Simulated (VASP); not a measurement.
# Te (P1) in VASP: a series of runs, part 2 of 2

VASP 6.6.1. Earlier steps stand in the parts before.

## 4. Single point, PBE

Contents of INCAR:

```
ALGO     = Normal         # electronic algorithm
EDIFF    = 1E-6           # SCF threshold, eV
ENCUT    = 520            # plane-wave cutoff, eV
GGA      = PE             # functional
ISIF     = 2              # what is computed and relaxed
ISMEAR   = 0              # smearing method
LASPH    = T              # aspherical terms in the spheres
LCHARG   = F              # write CHGCAR
LREAL    = F              # projectors in reciprocal space
LWAVE    = F              # write WAVECAR
NBANDS   = 16             # bands
NELM     = 60             # most SCF steps
PREC     = Accurate       # precision mode
SIGMA    = 0.01           # smearing width, eV
```

Contents of KPOINTS:

```
k-points
0
Gamma
  4 4 2
```

Contents of POSCAR:

```
Te
1.0
    4.4209096036      0.0079536349     -0.0423800864
   -2.2035667519      3.8798597804      0.0423726818
   -0.0563703493      0.0325340637      5.9587332325
Te
3
Direct
    0.2819961949      0.0217357072      0.1962195827
    0.0406250642      0.2800747766      0.8234310943
    0.6919897832      0.7202014071      0.4930215623
```

Command:

```bash
$ cat potpaw_PBE.64/Te/POTCAR > POTCAR
$ mpirun -np 1 vasp_std > vasp.out
```

It took 13 s on 1 thread of Intel Xeon 6975P-C (Granite Rapids), shared host; peak memory 0.23 GiB.

It converged, with:

```yaml
Free_energy: -9.2204 eV
Pressure: 1.3 GPa
Largest_force: 0.702 eV/Å
Band_gap_on_the_k_mesh: zero (band 9 reaches 5.92 eV, above the bottom of band 10 at 5.76 eV)
```

Forces in eV/Å, atoms in the order of the input:
```
Te   0.014 -0.085 -0.561
Te  -0.487  0.035  0.046
Te   0.474  0.050  0.515
```

Stress tensor (GPa, compression positive):
```
 2.20 -0.75  0.19
-0.75  0.91 -0.78
 0.19 -0.78  0.93
```

Levels at points of the mesh, in eV from the Fermi level:
| k point | band 7 | band 8 | band 9 | band 10 | band 11 | band 12 |
| --- | --- | --- | --- | --- | --- | --- |
| (0.00, 0.00, 0.00) | -1.91 | -1.38 | -0.90 | 0.72 | 1.02 | 1.67 |
| (0.50, 0.00, 0.00) | -3.22 | -1.08 | -0.51 | 0.60 | 1.20 | 3.10 |
| (0.00, 0.50, 0.00) | -3.33 | -1.00 | -0.52 | 0.56 | 1.19 | 3.21 |
| (0.50, 0.50, 0.00) | -3.41 | -0.82 | -0.74 | 0.25 | 0.68 | 3.08 |
| (0.00, 0.00, 0.50) | -1.35 | -1.12 | -0.79 | -0.11 | 0.67 | 0.79 |
| (0.50, 0.00, 0.50) | -2.40 | -1.74 | -0.32 | 0.88 | 1.71 | 2.96 |
| (0.00, 0.50, 0.50) | -2.68 | -1.58 | -0.22 | 0.69 | 1.82 | 2.61 |
| (0.50, 0.50, 0.50) | -3.02 | -2.19 | 0.05 | 0.67 | 2.06 | 2.36 |

Caveat: the k points lie up to 0.53 Å⁻¹ apart; spin-orbit coupling is left out, which moves the levels of the heavy elements.

## 5. Single point, PBE

Contents of INCAR:

```
ALGO = Normal ; EDIFF = 1E-6
ENCUT = 520 ; GGA = PE
ISIF = 2 ; ISMEAR = 0
LASPH = T ; LCHARG = T
LELF = T ; LREAL = F
LVHAR = T ; LWAVE = F
NBANDS = 16 ; NELM = 80
PREC = Accurate ; SIGMA = 0.01
```

Contents of KPOINTS:

```
k-points
0
Gamma
  4 4 4
```

POSCAR is that of step 4.

Potentials or basis: VASP PAW PBE potentials, release 64 (Te).

Command:

```bash
$ cat potpaw_PBE.64/Te/POTCAR > POTCAR
$ mpirun -np 1 vasp_std > vasp.out
```

OUTCAR:

```text
EDIFF = 1E-6
   ENCUT = 520
   GGA = PE
   ISIF = 2
   ISMEAR = 0
   LASPH = T
   LREAL = F
   NELM = 80
   PREC = Accurate

 ion  position               nearest neighbor table
   1  0.282  0.022  0.196-   3 2.89   2 2.90   3 3.23   3 3.26
   2  0.041  0.280  0.823-   1 2.90   3 2.96   3 3.24   3 3.58
   3  0.692  0.720  0.493-   1 2.89   2 2.96   1 3.23   2 3.24   1 3.26   2 3.58

  LATTYP: Found a triclinic cell.
 ALAT       =     4.4621534924
 B/A-ratio  =     1.0030311605
 C/A-ratio  =     1.3354737087
 COS(alpha) =     0.0000543608
[... 636 lines left out ...]
      5       2.1494      2.00000
      6       2.7620      2.00000
[... 8 lines left out ...]
     15      11.7534      0.00000
     16      12.1812      0.00000

 [... further k-points ...]
[... 5 lines left out ...]
  --------------------------------------------------------------------------------------
  -------------------------------------------------------------------------------------
  Total        1.2546080      0.3550780      0.8110872     -0.4914277     -0.5549515      0.2346794
  in kB       19.6492467      5.5611117     12.7029730     -7.6965748     -8.6914635      3.6754694
  external PRESSURE =      12.6377771 kB  Pullay stress =       0.0000000 kB

 VOLUME and BASIS-vectors are now :
 -----------------------------------------------------------------------------
  energy-cutoff  :      520.00
  volume of cell :      102.30
      direct lattice vectors                 reciprocal lattice vectors
     4.420909604  0.007953635 -0.042380086     0.225980693  0.128330062  0.001437136
    -2.203566752  3.879859780  0.042372682    -0.000476762  0.257485899 -0.001410356
    -0.056370349  0.032534064  5.958733233     0.001610625 -0.000918271  0.167841155

 POSITION                                       TOTAL-FORCE (eV/Angst)
 -----------------------------------------------------------------------------------
      1.18772      0.09296      1.15819         0.123425     -0.066302     -0.656976
     -0.48398      1.11376      4.91675        -0.524812      0.107701      0.106552
      1.44442      2.81582      2.93897         0.401388     -0.041399      0.550424
 -----------------------------------------------------------------------------------
    total drift:                               -0.000144      0.000015      0.000052

  FREE ENERGIE OF THE ION-ELECTRON SYSTEM (eV)
  ---------------------------------------------------
  free  energy   TOTEN  =        -9.2555455918 eV

  energy  without entropy=       -9.2555455918  energy(sigma->0) =       -9.25554559
```

OSZICAR:

```text
N       E                     dE             d eps       ncg     rms          rms(c)
DAV:   1     0.716319906113E+02    0.71632E+02   -0.65844E+03  1152   0.903E+02
DAV:   2    -0.472003583098E+01   -0.76352E+02   -0.72844E+02  1568   0.133E+02
DAV:   3    -0.921316763772E+01   -0.44931E+01   -0.44721E+01  1416   0.363E+01
DAV:   4    -0.929294610825E+01   -0.79778E-01   -0.79771E-01  1720   0.558E+00
DAV:   5    -0.929406777329E+01   -0.11217E-02   -0.11217E-02  1512   0.575E-01    0.126E+01
DAV:   6    -0.925706802068E+01    0.37000E-01   -0.69992E-02  1392   0.153E+00    0.785E+00
DAV:   7    -0.925583567423E+01    0.12323E-02   -0.53858E-02  1448   0.133E+00    0.791E-01
DAV:   8    -0.925580412511E+01    0.31549E-04   -0.51385E-03  1488   0.422E-01    0.301E-01
DAV:   9    -0.925552769309E+01    0.27643E-03   -0.65603E-04  1520   0.147E-01    0.138E-01
DAV:  10    -0.925554451950E+01   -0.16826E-04   -0.22362E-04  1528   0.790E-02    0.260E-02
DAV:  11    -0.925554469037E+01   -0.17087E-06   -0.31657E-05  1456   0.313E-02    0.151E-02
DAV:  12    -0.925554559177E+01   -0.90140E-06   -0.17273E-06  1392   0.824E-03
   1 F= -.92555456E+01 E0= -.92555456E+01  d E =-.673010E-14
```

stdout:

```text
POSCAR found type information on POSCAR Te
 POSCAR found :  1 types and       3 ions
 scaLAPACK will be used
 LDA part: xc-table for (Slater+PW92), standard interpolation
 POSCAR, INCAR and KPOINTS ok, starting setup
 FFT: planning ... GRIDC
 FFT: planning ... GRID_SOFT
 FFT: planning ... GRID
 WAVECAR not read
 entering main loop
```

Run time: 20 s. Hardware: 1 thread of Intel Xeon 6975P-C (Granite Rapids), shared host; peak memory 0.25 GiB.

Results:

* Free energy: -9.2555 eV
* Pressure: 1.3 GPa
* Largest force: 0.682 eV/Å
* Band gap on the k mesh: zero (band 9 reaches 5.92 eV, above the bottom of band 10 at 5.76 eV)

Forces on the atoms (eV/Å):
```
Te   0.123 -0.066 -0.657
Te  -0.525  0.108  0.107
Te   0.401 -0.041  0.550
```

Caveat: the k points lie up to 0.41 Å⁻¹ apart; spin-orbit coupling is left out, which moves the levels of the heavy elements.

## 6. Single point, PBE

Contents of INCAR:

```
SYSTEM = Te
ALGO     = Normal         ! electronic algorithm
EDIFF    = 1E-6           ! SCF threshold, eV
ENCUT    = 520            ! plane-wave cutoff, eV
GGA      = PE             ! functional
ISIF     = 2              ! what is computed and relaxed
ISMEAR   = 0              ! smearing method
LASPH    = .TRUE.         ! aspherical terms in the spheres
LCHARG   = .FALSE.        ! write CHGCAR
LREAL    = .FALSE.        ! projectors in reciprocal space
LWAVE    = .FALSE.        ! write WAVECAR
NBANDS   = 16             ! bands
NELM     = 100            ! most SCF steps
PREC     = Accurate       ! precision mode
SIGMA    = 0.01           ! smearing width, eV
```

Contents of KPOINTS:

```
k-points
0
G
  6 6 4
  0 0 0
```

POSCAR is that of step 5.

Potentials or basis: VASP PAW PBE potentials, release 64 (Te).

Command:

```bash
$ cat potpaw_PBE.64/Te/POTCAR > POTCAR
$ mpirun -np 1 vasp_std > vasp.out
```

It took 36 s on 1 thread of Intel Xeon 6975P-C (Granite Rapids), shared host; peak memory 0.28 GiB.

It converged, with:

| Property | Result |
| --- | --- |
| Free energy | -9.2569 eV |
| Pressure | 1.3 GPa |
| Largest force | 0.712 eV/Å |
| Band gap on the k mesh | zero (band 9 reaches 5.97 eV, above the bottom of band 10 at 5.76 eV) |

Forces in eV/Å, atoms in the order of the input:
```
Te   0.077 -0.033 -0.706
Te  -0.494  0.060  0.130
Te   0.417 -0.027  0.576
```

Stress tensor (GPa, compression positive):
```
 1.93 -0.71  0.42
-0.71  0.44 -1.00
 0.42 -1.00  1.62
```

Levels at points of the mesh, in eV from the Fermi level:
| k point | band 5 | band 6 | band 7 | band 8 | band 9 | band 10 | band 11 | band 12 | band 13 | band 14 |
| --- | --- | --- | --- | --- | --- | --- | --- | --- | --- | --- |
| (0.00, 0.00, 0.00) | -2.93 | -2.41 | -2.02 | -1.49 | -1.01 | 0.61 | 0.92 | 1.57 | 4.88 | 5.03 |
| (0.50, 0.00, 0.00) | -4.57 | -3.67 | -3.33 | -1.19 | -0.61 | 0.49 | 1.10 | 2.99 | 3.60 | 7.08 |
| (0.00, 0.50, 0.00) | -4.49 | -3.71 | -3.44 | -1.11 | -0.62 | 0.46 | 1.09 | 3.10 | 3.46 | 7.25 |
| (0.50, 0.50, 0.00) | -4.36 | -3.91 | -3.50 | -0.94 | -0.85 | 0.14 | 0.57 | 2.97 | 3.68 | 7.47 |
| (0.00, 0.00, 0.50) | -3.12 | -2.46 | -1.46 | -1.23 | -0.89 | -0.22 | 0.57 | 0.68 | 4.04 | 4.91 |
| (0.50, 0.00, 0.50) | -3.90 | -3.61 | -2.50 | -1.86 | -0.43 | 0.78 | 1.60 | 2.85 | 3.98 | 5.44 |
| (0.00, 0.50, 0.50) | -3.88 | -3.48 | -2.78 | -1.69 | -0.33 | 0.58 | 1.72 | 2.50 | 4.38 | 5.42 |
| (0.50, 0.50, 0.50) | -3.82 | -3.38 | -3.13 | -2.30 | -0.05 | 0.57 | 1.94 | 2.25 | 4.63 | 5.10 |

Caveat: spin-orbit coupling is left out, which moves the levels of the heavy elements.

## 7. Single point, PBE (atoms moved at random and the cell strained at random)

Contents of INCAR:

```
PREC = Accurate ; ENCUT = 520
EDIFF = 1E-6 ; ISMEAR = 0
SIGMA = 0.01 ; LREAL = False
LASPH = True ; NELM = 60
ALGO = Normal ; ISIF = 2
LWAVE = False ; LCHARG = True
GGA = PE ; LELF = True
LVHAR = True ; NBANDS = 16
```

Contents of KPOINTS:

```
regular mesh
0
Gamma
  8 8 6
```

POSCAR is that of step 6.

Command:

```bash
$ cat potpaw_PBE.64/Te/POTCAR > POTCAR
$ mpirun -np 1 vasp_std > vasp.out
```

Wall time 4.9 min (1 thread of Oxide Virtual Turin-like, shared host); peak memory 0.37 GiB.

It converged, with:

- Free energy: -9.2594 eV
- Pressure: 1.3 GPa
- Largest force: 0.723 eV/Å
- Band gap on the k mesh: zero (band 9 reaches 6.06 eV, above the bottom of band 10 at 5.75 eV)

Forces on the atoms (eV/Å):
```
Te   0.084 -0.025 -0.718
Te  -0.502  0.066  0.133
Te   0.418 -0.041  0.585
```

Stress tensor (GPa, compression positive):
```
 1.91 -0.75  0.42
-0.75  0.39 -0.98
 0.42 -0.98  1.63
```

Levels at points of the mesh, in eV from the Fermi level:
```csv
k point,band 5,band 6,band 7,band 8,band 9,band 10,band 11,band 12,band 13,band 14
"(0.00, 0.00, 0.00)",-2.96,-2.43,-2.05,-1.52,-1.03,0.59,0.89,1.54,4.86,5.01
"(0.50, 0.00, 0.00)",-4.59,-3.70,-3.35,-1.21,-0.63,0.46,1.08,2.97,3.58,7.05
"(0.00, 0.50, 0.00)",-4.52,-3.74,-3.46,-1.13,-0.65,0.43,1.06,3.08,3.43,7.22
"(0.50, 0.50, 0.00)",-4.38,-3.93,-3.53,-0.96,-0.88,0.11,0.55,2.95,3.66,7.45
"(0.00, 0.00, 0.50)",-3.14,-2.49,-1.49,-1.25,-0.92,-0.25,0.54,0.66,4.01,4.88
"(0.50, 0.00, 0.50)",-3.92,-3.64,-2.52,-1.88,-0.46,0.75,1.57,2.83,3.96,5.41
"(0.00, 0.50, 0.50)",-3.91,-3.50,-2.81,-1.71,-0.36,0.55,1.69,2.48,4.36,5.39
"(0.50, 0.50, 0.50)",-3.85,-3.41,-3.15,-2.33,-0.07,0.54,1.92,2.22,4.61,5.08
```

Caveat: the cell differs from its parent crystal (atoms moved at random and the cell strained at random); spin-orbit coupling is left out, which moves the levels of the heavy elements.

## 8. Summary

| k mesh | gap on the mesh (eV) | pressure (GPa) | largest force (eV/Å) |
| --- | --- | --- | --- |
| 1 × 1 × 1 | 1.53 | 21.4 | 2.36 |
| 2 × 2 × 1 | 0.72 | 1.5 | 1.99 |
| 4 × 4 × 2 | none | 1.3 | 0.70 |
| 4 × 4 × 4 | none | 1.3 | 0.68 |
| 6 × 6 × 4 | none | 1.3 | 0.71 |
| 8 × 8 × 6 | none | 1.3 | 0.72 |

Alike in all rows: task single point; level PBE; potentials or basis VASP PAW PBE potentials, release 64 (Te); no spin polarisation; cell as given; cutoff (eV) 520; smearing gaussian 0.01 eV.

Caveats: some runs use coarse meshes; spin-orbit coupling is left out, which moves the levels of the heavy elements; forces of over 1 eV/Å act on the atoms, so gaps and moduli don't describe the material at rest (some runs).

Absolute energies hang on the potentials; compare differences alone.
